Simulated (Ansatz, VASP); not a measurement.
C18Se in VASP and in Ansatz

```
C Se
1.0
     7.39800    0.00000    0.00000
    -3.69900    6.40686    0.00000
     0.00000    0.00000   12.00000
C Se
18 1
Direct
  0.00085 0.99920 0.07684
  0.21860 0.10661 0.08370
  0.99540 0.32977 0.08367
  0.21982 0.44561 0.10327
  0.99929 0.66613 0.07837
  0.22222 0.77833 0.07878
  0.33202 0.99829 0.07880
  0.55495 0.11047 0.07838
  0.33441 0.33101 0.10321
  0.55880 0.44680 0.08371
  0.33563 0.67001 0.08367
  0.55337 0.77739 0.07684
  0.66520 0.00022 0.07457
  0.88802 0.11203 0.07682
  0.66713 0.33340 0.07880
  0.88709 0.44319 0.07878
  0.66621 0.66456 0.07686
  0.88903 0.77638 0.07460
  0.27677 0.38843 0.27034
```

Alike in both runs: functional PBE; k mesh 2 × 2 × 1; occupations fermi-dirac, width 0.02 eV; no spin polarisation.

Ansatz relaxed the structure, and its values are those at the end. VASP's run is a single point on that final structure, the one shown.

|  | VASP | Ansatz |
| --- | --- | --- |
| version | VASP 6.6.1 | Ansatz 0.2.0 |
| potentials or method | VASP PAW PBE potentials, release 64 (C, Se), cutoff 520 eV | scalar-relativistic, plane waves, PAW |
| valence electrons in the cell | 78 | 88 |

Ansatz gave:

```
rms of the force components (eV/Å) : 0.005
```

Q: Which values does VASP return?

A: rms of the force components (eV/Å): 0.009.

VASP's potentials hold 78 valence electrons a cell and Ansatz's 88, so a difference there can come from the potentials and not from the codes.

The k mesh is coarse, so the values compare programs but aren't converged.
